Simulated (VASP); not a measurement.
# Co2HgSe2 (I4/mmm) in VASP: notebook, part 2 of 2

VASP 6.6.1.

## Step 4: Relaxation of cell and atoms, PBE+U

Contents of INCAR:

```
PREC = Accurate ; ENCUT = 600
EDIFF = 1E-7 ; ISMEAR = -1
SIGMA = 0.005 ; LREAL = F
LASPH = T ; NELM = 150
ALGO = Normal ; ISIF = 3
LWAVE = F ; LCHARG = F
LMAXMIX = 4 ; LDAU = T
LDAUTYPE = 2 ; LDAUL = -1 -1 2
LDAUU = 0 0 1 ; LDAUJ = 0 0 0
LDAUPRINT = 1 ; GGA = PE
IBRION = 2 ; NSW = 60
EDIFFG = -0.01
```

Contents of KPOINTS:

```
regular mesh
0
Gamma
  5 5 5
```

Contents of POSCAR:

```
Co2HgSe2
1.0
    0.0000000000      3.7440530000      0.0000000000
    3.7440530000      0.0000000000      0.0000000000
    1.8720260000      1.8720260000     -6.5668480000
Hg Se Co
1 2 2
Direct
    0.0000000000      0.0000000000      0.0000000000
    0.3537000000      0.3537000000      0.2926000000
    0.6463000000      0.6463000000      0.7074000000
    0.7500000000      0.2500000000      0.5000000000
    0.2500000000      0.7500000000      0.5000000000
```

Potentials or basis: VASP PAW PBE potentials, release 64 (Hg, Se, Co).

Command:

```console
> cat potpaw_PBE.64/Hg/POTCAR potpaw_PBE.64/Se/POTCAR potpaw_PBE.64/Co/POTCAR > POTCAR
> mpirun -np 1 vasp_std > vasp.out
```

OUTCAR:

```text
PREC = Accurate
   ENCUT = 600
   EDIFF = 1E-7
   ISMEAR = -1
   LREAL = F
   LASPH = T
   NELM = 150
   ISIF = 3
   GGA = PE
   IBRION = 2
   NSW = 60
   EDIFFG = -0.01

 ion  position               nearest neighbor table
   1  0.000  0.000  0.000-   2 3.27   3 3.27   3 3.27   3 3.27   2 3.27   2 3.27   3 3.27   2 3.27

   2  0.354  0.354  0.293-   4 2.32   5 2.32   5 2.32   4 2.32   1 3.27   1 3.27   1 3.27   1 3.27

   3  0.646  0.646  0.707-   4 2.32   5 2.32   5 2.32   4 2.32   1 3.27   1 3.27   1 3.27   1 3.27

   4  0.750  0.250  0.500-   2 2.32   3 2.32   2 2.32   3 2.32   5 2.65   5 2.65   5 2.65   5 2.65

   5  0.250  0.750  0.500-   2 2.32   3 2.32   2 2.32   3 2.32   4 2.65   4 2.65   4 2.65   4 2.65

  LATTYP: Found a body centered tetragonal cell.
 ALAT       =     3.7440530000
 C/A-ratio  =     3.5078819664

  Lattice vectors:

 A1 = (  -1.8720260000,   1.8720270000,   6.5668480000)
 A2 = (   1.8720270000,  -1.8720260000,   6.5668480000)
 A3 = (   1.8720260000,   1.8720260000,  -6.5668480000)
[... 1444 lines left out ...]
  0.0000  0.7514  0.0000  0.0000 -0.0000
  0.0000  0.0000  0.7650  0.0000 -0.0000
  0.0000  0.0000  0.0000  0.7514  0.0000
 -0.0000 -0.0000 -0.0000  0.0000  0.8283

 occupancies and eigenvectors

  o =  0.6587  v =  1.0000 -0.0000  0.0000 -0.0000  0.0000  0.0000  0.0000  0.0000  0.0000  0.0000      0.0000  0.0000  0.0000  0.0000  0.0000  0.0000  0.0000  0.0000  0.0000  0.0000
  o =  0.6587  v =  0.0000  0.0000  0.0000  0.0000  0.0000  1.0000 -0.0000  0.0000 -0.0000  0.0000      0.0000  0.0000  0.0000  0.0000  0.0000  0.0000  0.0000  0.0000  0.0000  0.0000
  o =  0.7514  v = -0.0000 -0.7094  0.0000 -0.7048 -0.0000  0.0000  0.0000  0.0000  0.0000  0.0000      0.0000  0.0000  0.0000  0.0000  0.0000  0.0000  0.0000  0.0000  0.0000  0.0000
  o =  0.7514  v =  0.0000  0.0000  0.0000  0.0000  0.0000 -0.0000 -0.7094  0.0000 -0.7048 -0.0000      0.0000  0.0000  0.0000  0.0000  0.0000  0.0000  0.0000  0.0000  0.0000  0.0000
  o =  0.7514  v =  0.0000 -0.7048 -0.0000  0.7094 -0.0000  0.0000  0.0000  0.0000  0.0000  0.0000      0.0000  0.0000  0.0000  0.0000  0.0000  0.0000  0.0000  0.0000  0.0000  0.0000
  o =  0.7514  v =  0.0000  0.0000  0.0000  0.0000  0.0000  0.0000 -0.7048 -0.0000  0.7094 -0.0000      0.0000  0.0000  0.0000  0.0000  0.0000  0.0000  0.0000  0.0000  0.0000  0.0000
  o =  0.7650  v =  0.0000  0.0000  1.0000  0.0000  0.0000  0.0000  0.0000  0.0000  0.0000  0.0000      0.0000  0.0000  0.0000  0.0000  0.0000  0.0000  0.0000  0.0000  0.0000  0.0000
  o =  0.7650  v =  0.0000  0.0000  0.0000  0.0000  0.0000  0.0000  0.0000  1.0000  0.0000  0.0000      0.0000  0.0000  0.0000  0.0000  0.0000  0.0000  0.0000  0.0000  0.0000  0.0000
  o =  0.8283  v =  0.0000  0.0000  0.0000  0.0000  0.0000 -0.0000 -0.0000 -0.0000  0.0000  1.0000      0.0000  0.0000  0.0000  0.0000  0.0000  0.0000  0.0000  0.0000  0.0000  0.0000
  o =  0.8283  v = -0.0000 -0.0000 -0.0000  0.0000  1.0000  0.0000  0.0000  0.0000  0.0000  0.0000      0.0000  0.0000  0.0000  0.0000  0.0000  0.0000  0.0000  0.0000  0.0000  0.0000

--------------------------------------- Ionic step       27  -------------------------------------------

 number of electron      41.9999984 magnetization

 Free energy of the ion-electron system (eV)
  ---------------------------------------------------
  ext. energy  EPLUGINS =         0.00000000
  ---------------------------------------------------
  free energy    TOTEN  =       -20.44284106 eV

  energy without entropy =      -20.44257182  energy(sigma->0) =      -20.44270644

 E-fermi :   3.4937     XC(G=0):  -9.5254

 val. band max:        3.3503143196   @ k =  -0.4000   0.2000  -0.0000
 cond. band min:       3.4957228818   @ k =   0.0000   0.0000   0.2000
 fundamental gap:      0.1454085622
 Fermi energy:         3.4937063529
[... 534 lines left out ...]
  FREE ENERGIE OF THE ION-ELECTRON SYSTEM (eV)
  ---------------------------------------------------
  free  energy   TOTEN  =       -20.4428410568 eV

  energy  without entropy=      -20.4425718192  energy(sigma->0) =      -20.44270644

 reached required accuracy - stopping structural energy minimisation
```

OSZICAR:

```text
N       E                     dE             d eps       ncg     rms          rms(c)
DAV:   1     0.359085628906E+03    0.35909E+03   -0.21419E+04   900   0.195E+03
DAV:   2     0.141441695845E+02   -0.34494E+03   -0.33693E+03   903   0.409E+02
DAV:   3    -0.202001522057E+02   -0.34344E+02   -0.33571E+02  1174   0.142E+02
DAV:   4    -0.214597387249E+02   -0.12596E+01   -0.12556E+01   963   0.266E+01
[... 328 lines left out ...]
DAV:   3    -0.204429201240E+02    0.18317E-02   -0.88405E-03  1064   0.155E+00    0.736E-02
DAV:   4    -0.204428673168E+02    0.52807E-04   -0.41700E-04   943   0.164E-01    0.479E-02
DAV:   5    -0.204428455254E+02    0.21791E-04   -0.97428E-05  1329   0.153E-01    0.138E-02
DAV:   6    -0.204428409667E+02    0.45587E-05   -0.22182E-05   985   0.636E-02    0.695E-03
DAV:   7    -0.204428410568E+02   -0.90151E-07   -0.88462E-07   903   0.630E-03
  27 F= -.20442841E+02 E0= -.20442706E+02  d E =-.749535E-04
```

Wall time 10 min (1 thread of Intel Xeon 6975P-C (Granite Rapids), shared host); peak memory 0.26 GiB.

What came out:

```
Free energy                           : -20.4428 eV
Relaxed volume                        : 22.67 Å³/atom
Relaxed cell                          : a = 3.628 Å, b = 3.628 Å, c = 8.984 Å, α = 78.35°, β = 78.35°, γ = 90.00°
Space group after relaxing (to 0.1 Å) : I4/mmm (No. 139)
Energy gained by relaxing             : 99.0 meV/atom
Ionic steps                           : 27
Pressure after relaxing               : 0.0 GPa
Band gap on the k mesh                : zero (bands 21 and 22 overlap by 1.17 eV)
```

Forces in eV/Å, atoms in the order of the input:
```
Hg   0.000  0.000  0.000
Se   0.000  0.000  0.002
Se   0.000  0.000 -0.002
Co   0.000  0.000  0.000
Co   0.000  0.000  0.000
```

Step by step:
```
step  energy change (eV)  largest force (eV/Å)  pressure (GPa)  volume (Å³)
   1              0.0000                0.2315            2.52        92.05
   2             -0.1040                0.6129           -0.77        95.93
   3             -0.1304                0.9354           -2.86        98.94
   4             -0.1934                0.8278           -2.53        99.30
   5             -0.3413                0.6223           -1.20       100.21
   6             -0.4164                0.0015            3.02       101.29
   7             -0.4292                0.1551            1.85       101.11
   8             -0.4537                0.3106            0.74       103.91
   9             -0.4662                0.4874           -0.40       107.35
  10             -0.4873                0.1527            0.12       109.16
  11             -0.4912                0.0300            0.46       110.17
  12             -0.4915                0.0609            0.57       110.46
  13             -0.4916                0.1256            0.72       110.87
  14             -0.4916                0.0879            0.65       110.66
  15             -0.4941                0.0011           -0.16       113.05
  16             -0.4943                0.0180           -0.01       112.56
  17             -0.4945                0.0143           -0.04       112.65
  18             -0.4946                0.0691           -0.15       112.81
  19             -0.4946                0.0448           -0.10       112.74
  20             -0.4948                0.0207            0.04       112.63
  21             -0.4948                0.0196            0.05       112.63
  22             -0.4948                0.0140            0.05       112.69
  23             -0.4949                0.0020            0.05       112.88
  24             -0.4950                0.0349            0.07       113.26
  25             -0.4950                0.0205            0.07       113.10
  26             -0.4950                0.0148            0.04       113.18
  27             -0.4951                0.0023           -0.02       113.35
```

Final structure:
```
Hg Se Co
1.0
     0.00000    3.62848    0.00000
     3.62848    0.00000    0.00000
     1.81424    1.81424   -8.60932
Hg Se Co
1 2 2
Cartesian
  0.0000 0.0000 0.0000
  1.8142 1.8142 -2.8806
  3.6285 3.6285 -5.7287
  1.8142 3.6285 -4.3047
  3.6285 1.8142 -4.3047
```

Levels at points of the mesh, in eV from the Fermi level:
```tsv
k point	band 17	band 18	band 19	band 20	band 21	band 22	band 23	band 24
(0.00, 0.00, 0.00)	-1.24	-0.84	-0.55	-0.55	-0.47	0.00	1.55	1.55
```

Eigenvalues of the final occupation matrices:
| site | spin | trace | eigenvalues |
| --- | --- | --- | --- |
| site 4 d | 1 | 3.75 | 0.66 0.75 0.75 0.77 0.83 |
| site 4 d | 2 | 3.75 | 0.66 0.75 0.75 0.77 0.83 |
| site 5 d | 1 | 3.75 | 0.66 0.75 0.75 0.77 0.83 |
| site 5 d | 2 | 3.75 | 0.66 0.75 0.75 0.77 0.83 |

Caveat: the volume moved by over 15 % at a fixed basis, so the end points are rough; spin-orbit coupling is left out, which moves the levels of the heavy elements; the run has no spin polarisation, though such a crystal can be magnetic; U without spin polarisation on a metal has little footing.

The gap in the log of VASP goes by the Fermi energy; the results here count the filled bands.